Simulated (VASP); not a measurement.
# Cu (Cmcm) in VASP: further runs, part 2 of 2

VASP 6.6.1.

## 3. Single point, LDA

Contents of INCAR:

```
SYSTEM = Cu
  PREC = Accurate
  ENCUT = 520
  EDIFF = 1E-6
  ISMEAR = 1
  SIGMA = 0.1
  LREAL = .FALSE.
  LASPH = .TRUE.
  NELM = 100
  ALGO = Normal
  ISIF = 2
  LWAVE = .FALSE.
  LCHARG = .TRUE.
  LELF = .TRUE.
  LVHAR = .TRUE.
  NBANDS = 18
```

Contents of KPOINTS:

```
Automatic mesh
0
G
  4 4 4
  0 0 0
```

Contents of POSCAR:

```
Cu
1.0
    1.2184636900     -3.9763780100      0.0000000000
    1.2184636900      3.9763780100      0.0000000000
    0.0000000000      0.0000000000      2.4754955200
Cu
2
Direct
    0.1338666500      0.8661333500      0.2500000000
    0.8661333500      0.1338666500      0.7500000000
```

Potentials or basis: VASP PAW LDA potentials, release 64 (Cu).

Run with:

```bash
$ cat potpaw_LDA.64/Cu/POTCAR > POTCAR
$ mpirun -np 1 vasp_std > vasp.out
```

OUTCAR:

```text
SYSTEM = Cu
   PREC = Accurate
   ENCUT = 520
   EDIFF = 1E-6
   ISMEAR = 1
   LREAL = .FALSE.
   LASPH = .TRUE.
   NELM = 100
   ISIF = 2

 ion  position               nearest neighbor table
   1  0.134  0.866  0.250-   2 2.46   2 2.46   2 2.54   2 2.54   2 2.54   2 2.54
   2  0.866  0.134  0.750-   1 2.46   1 2.46   1 2.54   1 2.54   1 2.54   1 2.54

  LATTYP: Found a base centered orthorhombic cell.
 ALAT       =     2.4369273800
 B/A-ratio  =     3.2634357861
 C/A-ratio  =     1.0158265447

  Lattice vectors:

 A1 = (   1.2184636900,  -3.9763780100,   0.0000000000)
 A2 = (   1.2184636900,   3.9763780100,   0.0000000000)
 A3 = (   0.0000000000,   0.0000000000,   2.4754955200)

Analysis of symmetry for initial positions (statically):
=====================================================================
 Subroutine PRICEL returns:
 Original cell was already a primitive cell.

 Routine SETGRP: Setting up the symmetry group for a
 base centered orthorhombic supercell.

 Subroutine GETGRP returns: Found  8 space group operations
 (whereof  4 operations were pure point group operations)
 out of a pool of  8 trial point group operations.

The static configuration has the point symmetry C_2h.
 The point group associated with its full space group is D_2h.

Analysis of symmetry for dynamics (positions and initial velocities):
=====================================================================
 Subroutine PRICEL returns:
 Original cell was already a primitive cell.

 Routine SETGRP: Setting up the symmetry group for a
 base centered orthorhombic supercell.

 Subroutine GETGRP returns: Found  8 space group operations
 (whereof  4 operations were pure point group operations)
 out of a pool of  8 trial point group operations.

The dynamic configuration has the point symmetry C_2h.
 The point group associated with its full space group is D_2h.

 Subroutine INISYM returns: Found  8 space group operations
 (whereof  4 operations are pure point group operations),
 and found     1 'primitive' translations

[... 111 lines left out ...]
  volume/ion in A,a.u.               =      11.99        80.94
  Fermi-wavevector in a.u.,A,eV,Ry     =   1.590566  3.005733 34.421366  2.529899
  Thomas-Fermi vector in A             =   2.689241
   LORBIT       =      0    0 simple, 1 ext, 2 COOP (PROOUT), +10 PAW based schemes
   GGA     = CA    functional components
   LHFCALC =     F    Hartree Fock is set to
   AEXX    =    0.0000 exact exchange contribution
   IVDW    =     0    specifies the selected vdW correction
   LEPSILON=     F    determine dielectric tensor
   LRPA    =     F    only Hartree local field effects (RPA)
 non-spin polarized calculation
 Methfessel and Paxton  Order N= 1 SIGMA  =   0.10
  energy-cutoff  :      520.00
  volume of cell :       23.99
 maximum number of plane-waves:       670
 NGX is ok and might be reduce to    32
   NGX = 15   NGY = 15   NGZ =  9

 number of electron      21.9999989 magnetization

 Free energy of the ion-electron system (eV)
  ---------------------------------------------------
  ext. energy  EPLUGINS =         0.00000000
  ---------------------------------------------------
  free energy    TOTEN  =        -8.97121712 eV

  energy without entropy =       -8.96646769  energy(sigma->0) =       -8.96963397

 E-fermi :   7.4649     XC(G=0): -12.9786

 val. band max:        7.4517919305   @ k =   0.5000   0.2500   0.2500
 cond. band min:       7.4918081426   @ k =  -0.2500   0.2500   0.2500
 fundamental gap:      0.0400162121
 Fermi energy:         7.4648611138

 k-point     1 :       0.0000    0.0000    0.0000
  band No.  band energies     occupation
      1      -2.0946      2.00000
      2       2.1435      2.00000
      3       2.8263      2.00000
      4       3.3032      2.00000
      5       4.0745      2.00000
      6       4.3431      2.00000
[... 418 lines left out ...]
      5       4.5949      2.00000
      6       4.5949      2.00000
[... 10 lines left out ...]
     17      29.3314      0.00000
     18      29.3314      0.00000

------------------------ aborting loop because EDIFF is reached ----------------------------------------

  FORCE on cell =-STRESS in cart. coord.  units (eV):
  Direction    XX          YY          ZZ          XY          YZ          ZX
  --------------------------------------------------------------------------------------
  -------------------------------------------------------------------------------------
  Total       -1.8997192     -0.3672679     -0.8506542      0.0000000      0.0000000      0.0000000
  in kB     -126.8842154    -24.5302019    -56.8160750      0.0000000      0.0000000      0.0000000
  external PRESSURE =     -69.4101641 kB  Pullay stress =       0.0000000 kB

 VOLUME and BASIS-vectors are now :
 -----------------------------------------------------------------------------
  energy-cutoff  :      520.00
  volume of cell :       23.99
      direct lattice vectors                 reciprocal lattice vectors
     1.218463690 -3.976378010  0.000000000     0.410352811 -0.125742572  0.000000000
     1.218463690  3.976378010  0.000000000     0.410352811  0.125742572  0.000000000
     0.000000000  0.000000000  2.475495520     0.000000000  0.000000000  0.403959527

 POSITION                                       TOTAL-FORCE (eV/Angst)
 -----------------------------------------------------------------------------------
      1.21846      2.91177      0.61887         0.000000      0.064978      0.000000
      1.21846     -2.91177      1.85662         0.000000     -0.064978     -0.000000
 -----------------------------------------------------------------------------------
    total drift:                                0.000000      0.000000      0.000000

  FREE ENERGIE OF THE ION-ELECTRON SYSTEM (eV)
  ---------------------------------------------------
  free  energy   TOTEN  =        -8.9712171184 eV

  energy  without entropy=       -8.9664676866  energy(sigma->0) =       -8.96963397
```

OSZICAR:

```text
N       E                     dE             d eps       ncg     rms          rms(c)
DAV:   1     0.122368403172E+03    0.12237E+03   -0.10830E+04   828   0.224E+03
DAV:   2    -0.386916261008E+01   -0.12624E+03   -0.11987E+03   756   0.291E+02
DAV:   3    -0.108162704395E+02   -0.69471E+01   -0.67633E+01   856   0.902E+01
DAV:   4    -0.108915787264E+02   -0.75308E-01   -0.75212E-01   942   0.106E+01
DAV:   5    -0.108925024370E+02   -0.92371E-03   -0.92368E-03   992   0.995E-01    0.111E+01
DAV:   6    -0.974988277056E+01    0.11426E+01   -0.12364E+01   806   0.101E+02    0.562E+00
DAV:   7    -0.900045444990E+01    0.74943E+00   -0.24343E+00   834   0.419E+01    0.769E-01
DAV:   8    -0.897562786588E+01    0.24827E-01   -0.26211E-02   994   0.214E+00    0.474E-01
DAV:   9    -0.897146761537E+01    0.41603E-02   -0.43094E-03  1018   0.178E+00    0.956E-02
DAV:  10    -0.897121465490E+01    0.25296E-03   -0.34793E-04  1244   0.334E-01    0.867E-03
DAV:  11    -0.897121672018E+01   -0.20653E-05   -0.99271E-06   892   0.333E-02    0.337E-03
DAV:  12    -0.897121711839E+01   -0.39822E-06   -0.18560E-07   476   0.948E-03
   1 F= -.89712171E+01 E0= -.89696340E+01  d E =-.474943E-02
```

Wall time 5.1 s (1 thread of Intel Xeon Platinum 8488C (Sapphire Rapids), shared host); peak memory 0.13 GiB.

Results:

```
Free energy            : -8.9712 eV
Pressure               : -6.9 GPa
Largest force          : 0.065 eV/Å
Band gap on the k mesh : zero (band 11 reaches 10.84 eV, above the bottom of band 12 at 5.42 eV)
```

Forces in eV/Å, atoms in the order of the input:
```
Cu   0.000  0.065  0.000
Cu   0.000 -0.065  0.000
```

Caveat: the k points lie up to 0.67 Å⁻¹ apart.

## 4. Single point, LDA

Contents of INCAR:

```
PREC = Accurate
ENCUT = 520
EDIFF = 1E-6
ISMEAR = 1
SIGMA = 0.1
LREAL = False
LASPH = True
NELM = 60
ALGO = Normal
ISIF = 2
LWAVE = False
LCHARG = False
GGA = CA
NBANDS = 18
```

Contents of KPOINTS:

```
Automatic mesh
0
Gamma
  5 5 5
```

POSCAR is that of step 3.

Potentials or basis: VASP PAW LDA potentials, release 64 (Cu).

Run with:

```bash
$ cat potpaw_LDA.64/Cu/POTCAR > POTCAR
$ mpirun -np 1 vasp_std > vasp.out
```

OUTCAR:

```text
PREC = Accurate
   ENCUT = 520
   EDIFF = 1E-6
   ISMEAR = 1
   LREAL = False
   LASPH = True
   NELM = 60
   ISIF = 2
   GGA = CA

 ion  position               nearest neighbor table
   1  0.134  0.866  0.250-   2 2.46   2 2.46   2 2.54   2 2.54   2 2.54   2 2.54
   2  0.866  0.134  0.750-   1 2.46   1 2.46   1 2.54   1 2.54   1 2.54   1 2.54

  LATTYP: Found a base centered orthorhombic cell.
 ALAT       =     2.4369273800
 B/A-ratio  =     3.2634357861
 C/A-ratio  =     1.0158265447

  Lattice vectors:

 A1 = (   1.2184636900,  -3.9763780100,   0.0000000000)
 A2 = (   1.2184636900,   3.9763780100,   0.0000000000)
 A3 = (   0.0000000000,   0.0000000000,   2.4754955200)

Analysis of symmetry for initial positions (statically):
=====================================================================
 Subroutine PRICEL returns:
 Original cell was already a primitive cell.

 Routine SETGRP: Setting up the symmetry group for a
 base centered orthorhombic supercell.

 Subroutine GETGRP returns: Found  8 space group operations
 (whereof  4 operations were pure point group operations)
 out of a pool of  8 trial point group operations.

The static configuration has the point symmetry C_2h.
 The point group associated with its full space group is D_2h.

Analysis of symmetry for dynamics (positions and initial velocities):
=====================================================================
 Subroutine PRICEL returns:
 Original cell was already a primitive cell.

 Routine SETGRP: Setting up the symmetry group for a
 base centered orthorhombic supercell.

 Subroutine GETGRP returns: Found  8 space group operations
 (whereof  4 operations were pure point group operations)
 out of a pool of  8 trial point group operations.

The dynamic configuration has the point symmetry C_2h.
 The point group associated with its full space group is D_2h.

 Subroutine INISYM returns: Found  8 space group operations
 (whereof  4 operations are pure point group operations),
 and found     1 'primitive' translations
[... 107 lines left out ...]
   NUPDOWN=      -1.0000    fix difference up-down
   EMIN   =  10.00;   EMAX   =-10.00  energy-range for DOS
   EFERMI =   0.00;   METHOD = LEGACY
   ISMEAR =     1;   SIGMA  =   0.10  broadening in eV -4-tet -1-fermi 0-gaus
   EFERMI_NEDOS =   21; number of points for ismear=-14 and -15
   IALGO  =     38    algorithm
   IMIX   =      4    mixing-type and parameters
     AMIX     =   0.40;   BMIX     =  1.00
     AMIX_MAG =   1.60;   BMIX_MAG =  1.00
  volume/ion in A,a.u.               =      11.99        80.94
  Fermi-wavevector in a.u.,A,eV,Ry     =   1.590566  3.005733 34.421366  2.529899
  Thomas-Fermi vector in A             =   2.689241
   LORBIT       =      0    0 simple, 1 ext, 2 COOP (PROOUT), +10 PAW based schemes
   GGA     = CA    functional components
   LHFCALC =     F    Hartree Fock is set to
   AEXX    =    0.0000 exact exchange contribution
   IVDW    =     0    specifies the selected vdW correction
   LEPSILON=     F    determine dielectric tensor
   LRPA    =     F    only Hartree local field effects (RPA)
 non-spin polarized calculation
 Methfessel and Paxton  Order N= 1 SIGMA  =   0.10
  energy-cutoff  :      520.00
  volume of cell :       23.99
 maximum number of plane-waves:       668
   NGX = 15   NGY = 15   NGZ =  9

 number of electron      21.9999988 magnetization

 Free energy of the ion-electron system (eV)
  ---------------------------------------------------
  ext. energy  EPLUGINS =         0.00000000
  ---------------------------------------------------
  free energy    TOTEN  =        -9.09137159 eV

  energy without entropy =       -9.09075138  energy(sigma->0) =       -9.09116486

 E-fermi :   7.1524     XC(G=0): -12.9730

 val. band max:        7.1027195363   @ k =   0.0000   0.0000   0.0000
 cond. band min:       7.1978793366   @ k =   0.4000   0.4000   0.4000
 fundamental gap:      0.0951598003
 Fermi energy:         7.1523612152

 k-point     1 :       0.0000    0.0000    0.0000
  band No.  band energies     occupation
      1      -2.0910      2.00000
      2       2.1537      2.00000
      3       2.9173      2.00000
      4       3.3931      2.00000
      5       4.0816      2.00000
      6       4.3514      2.00000
[... 481 lines left out ...]
      5       3.9831      2.00000
      6       4.1919      2.00000
[... 10 lines left out ...]
     17      25.1404      0.00000
     18      25.4460      0.00000

 [... further k-points ...]
[... 5 lines left out ...]
  --------------------------------------------------------------------------------------
  -------------------------------------------------------------------------------------
  Total       -0.8497781     -1.3012782     -0.9190701      0.0000000      0.0000000      0.0000000
  in kB      -56.7575600    -86.9137211    -61.3856421      0.0000000      0.0000000      0.0000000
  external PRESSURE =     -68.3523077 kB  Pullay stress =       0.0000000 kB

 VOLUME and BASIS-vectors are now :
 -----------------------------------------------------------------------------
  energy-cutoff  :      520.00
  volume of cell :       23.99
      direct lattice vectors                 reciprocal lattice vectors
     1.218463690 -3.976378010  0.000000000     0.410352811 -0.125742572  0.000000000
     1.218463690  3.976378010  0.000000000     0.410352811  0.125742572  0.000000000
     0.000000000  0.000000000  2.475495520     0.000000000  0.000000000  0.403959527

 POSITION                                       TOTAL-FORCE (eV/Angst)
 -----------------------------------------------------------------------------------
      1.21846      2.91177      0.61887         0.000000     -0.045676      0.000000
      1.21846     -2.91177      1.85662         0.000000      0.045676      0.000000
 -----------------------------------------------------------------------------------
    total drift:                                0.000000      0.000000      0.000000

  FREE ENERGIE OF THE ION-ELECTRON SYSTEM (eV)
  ---------------------------------------------------
  free  energy   TOTEN  =        -9.0913715947 eV

  energy  without entropy=       -9.0907513757  energy(sigma->0) =       -9.09116486
```

OSZICAR:

```text
N       E                     dE             d eps       ncg     rms          rms(c)
DAV:   1     0.119048194234E+03    0.11905E+03   -0.10571E+04  1044   0.220E+03
DAV:   2    -0.497982944471E+01   -0.12403E+03   -0.11690E+03   974   0.286E+02
DAV:   3    -0.108901616403E+02   -0.59103E+01   -0.55908E+01  1126   0.863E+01
DAV:   4    -0.109551855326E+02   -0.65024E-01   -0.64988E-01  1186   0.956E+00
DAV:   5    -0.109560906148E+02   -0.90508E-03   -0.90502E-03  1278   0.965E-01    0.110E+01
DAV:   6    -0.989899838796E+01    0.10571E+01   -0.12304E+01  1050   0.101E+02    0.570E+00
DAV:   7    -0.911809915073E+01    0.78090E+00   -0.25222E+00  1066   0.424E+01    0.683E-01
DAV:   8    -0.909727186037E+01    0.20827E-01   -0.30630E-02  1426   0.271E+00    0.552E-01
DAV:   9    -0.909144715126E+01    0.58247E-02   -0.82216E-03  1244   0.253E+00    0.256E-02
DAV:  10    -0.909137304076E+01    0.74110E-04   -0.30951E-04  1402   0.275E-01    0.138E-02
DAV:  11    -0.909137151664E+01    0.15241E-05   -0.68408E-06  1254   0.650E-02    0.403E-03
DAV:  12    -0.909137159467E+01   -0.78036E-07   -0.13484E-06   720   0.259E-02
   1 F= -.90913716E+01 E0= -.90911649E+01  d E =-.620219E-03
```

stdout:

```text
POSCAR found type information on POSCAR Cu
 POSCAR found :  1 types and       2 ions
 scaLAPACK will be used
 LDA part: xc-table for (Slater(with rela. corr.)+CA(PZ))
 , standard interpolation
 POSCAR, INCAR and KPOINTS ok, starting setup
 FFT: planning ... GRIDC
 FFT: planning ... GRID_SOFT
 FFT: planning ... GRID
 WAVECAR not read
 entering main loop
```

It took 5.9 s on 1 thread of Intel Xeon Platinum 8488C (Sapphire Rapids), shared host; peak memory 0.13 GiB.

What came out:

| Property | Result |
| --- | --- |
| Free energy | -9.0914 eV |
| Pressure | -6.8 GPa |
| Largest force | 0.046 eV/Å |
| Band gap on the k mesh | zero (band 11 reaches 9.10 eV, above the bottom of band 12 at 5.56 eV) |

Forces in eV/Å, atoms in the order of the input:
```
Cu   0.000 -0.046  0.000
Cu   0.000  0.046  0.000
```

Levels at points of the mesh, in eV from the Fermi level:
```csv
k point,band 8,band 9,band 10,band 11,band 12,band 13,band 14,band 15
"(0.00, 0.00, 0.00)",-2.06,-1.84,-1.70,-1.48,-0.05,4.78,14.68,18.32
```

Caveat: the k points lie up to 0.54 Å⁻¹ apart.

## 5. Single point, LDA

INCAR: that of step 4 with these lines changed.

```diff
@@ -2,3 +2,3 @@
 ENCUT = 520
-EDIFF = 1E-6
+EDIFF = 1E-7
 ISMEAR = 1
@@ -7,3 +7,3 @@
 LASPH = True
-NELM = 60
+NELM = 100
 ALGO = Normal
```

Contents of KPOINTS:

```
Automatic mesh
0
Gamma
  6 6 6
```

POSCAR is that of step 4.

Run with:

```bash
$ cat potpaw_LDA.64/Cu/POTCAR > POTCAR
$ mpirun -np 1 vasp_std > vasp.out
```

Run time: 11 s. Hardware: 1 thread of Intel Xeon Platinum 8488C (Sapphire Rapids), shared host; peak memory 0.14 GiB.

It converged, with:

```
Free energy            : -9.0466 eV
Pressure               : -6.8 GPa
Largest force          : 0.031 eV/Å
Band gap on the k mesh : zero (band 11 reaches 10.84 eV, above the bottom of band 12 at 5.48 eV)
```

Forces in eV/Å, atoms in the order of the input:
```
Cu   0.000 -0.031  0.000
Cu   0.000  0.031  0.000
```

Stress tensor (GPa, compression positive):
```
-8.47  0.00  0.00
 0.00 -5.23  0.00
 0.00  0.00 -6.83
```

Levels at points of the mesh, in eV from the Fermi level:
```tsv
k point	band 9	band 10	band 11	band 12	band 13	band 14
(0.00, 0.00, 0.00)	-2.03	-1.89	-1.63	-0.17	4.63	14.54
(0.50, 0.00, 0.00)	-2.32	-1.84	-0.65	1.10	2.37	6.72
(0.50, 0.50, 0.00)	-2.48	-2.12	-1.80	-1.72	13.46	15.16
(0.00, 0.00, 0.50)	-1.90	-1.90	-0.18	-0.18	8.05	8.05
(0.50, 0.00, 0.50)	-1.49	-1.49	3.55	3.55	7.33	7.33
(0.50, 0.50, 0.50)	-1.74	-1.74	-1.07	-1.07	3.51	3.51
```

Caveat: the k points lie up to 0.45 Å⁻¹ apart.

## 6. Single point, LDA

Contents of INCAR:

```
PREC = Accurate
ENCUT = 520
EDIFF = 1E-6
ISMEAR = 1
SIGMA = 0.1
LREAL = F
LASPH = T
NELM = 60
ALGO = Normal
ISIF = 2
LWAVE = F
LCHARG = F
NBANDS = 18
```

Contents of KPOINTS:

```
regular mesh
0
Gamma
  8 8 8
```

POSCAR is that of step 5.

Potentials or basis: VASP PAW LDA potentials, release 64 (Cu).

Run with:

```bash
$ cat potpaw_LDA.64/Cu/POTCAR > POTCAR
$ mpirun -np 1 vasp_std > vasp.out
```

It took 19 s on 1 thread of Intel Xeon Platinum 8488C (Sapphire Rapids), shared host; peak memory 0.15 GiB.

The run converged. Its results:

| Quantity | Value |
| --- | --- |
| Free energy | -9.0518 eV |
| Pressure | -6.8 GPa |
| Largest force | 0.044 eV/Å |
| Band gap on the k mesh | zero (band 11 reaches 10.84 eV, above the bottom of band 12 at 5.47 eV) |

Forces in eV/Å, atoms in the order of the input:
```
Cu   0.000 -0.044  0.000
Cu   0.000  0.044  0.000
```

Stress tensor (GPa, compression positive):
```
-5.35  0.00  0.00
 0.00 -7.39  0.00
 0.00  0.00 -7.63
```

Levels at points of the mesh, in eV from the Fermi level:
| k point | band 7 | band 8 | band 9 | band 10 | band 11 | band 12 | band 13 | band 14 | band 15 | band 16 |
| --- | --- | --- | --- | --- | --- | --- | --- | --- | --- | --- |
| (0.00, 0.00, 0.00) | -2.38 | -2.07 | -1.88 | -1.74 | -1.51 | -0.05 | 4.76 | 14.67 | 18.31 | 19.20 |
| (0.50, 0.00, 0.00) | -2.75 | -2.55 | -2.18 | -1.72 | -0.50 | 1.25 | 2.50 | 6.86 | 12.85 | 15.69 |
| (0.50, 0.50, 0.00) | -2.64 | -2.38 | -2.35 | -1.98 | -1.65 | -1.58 | 13.59 | 15.29 | 15.49 | 17.53 |
| (0.00, 0.00, 0.50) | -2.78 | -2.78 | -1.76 | -1.76 | -0.05 | -0.05 | 8.17 | 8.17 | 9.39 | 9.39 |
| (0.50, 0.00, 0.50) | -1.88 | -1.88 | -1.33 | -1.33 | 3.68 | 3.68 | 7.46 | 7.46 | 9.64 | 9.64 |
| (0.50, 0.50, 0.50) | -2.04 | -2.04 | -1.61 | -1.61 | -0.94 | -0.94 | 3.65 | 3.65 | 17.83 | 17.83 |

## 7. Summary

```tsv
k mesh	gap on the mesh (eV)	pressure (GPa)	largest force (eV/Å)
3 × 3 × 3	none	-7.3	0.22
4 × 4 × 4	none	-6.9	0.06
5 × 5 × 5	none	-6.8	0.05
6 × 6 × 6	none	-6.8	0.03
8 × 8 × 8	none	-6.8	0.04
```

Alike in all rows: task single point; level LDA; potentials or basis VASP PAW LDA potentials, release 64 (Cu); no spin polarisation; cell as given; cutoff (eV) 520; smearing methfessel-paxton 0.1 eV.

Caveats: some runs use coarse meshes.

Total energies depend on the potentials used, so only differences within one code and one set of settings carry meaning.
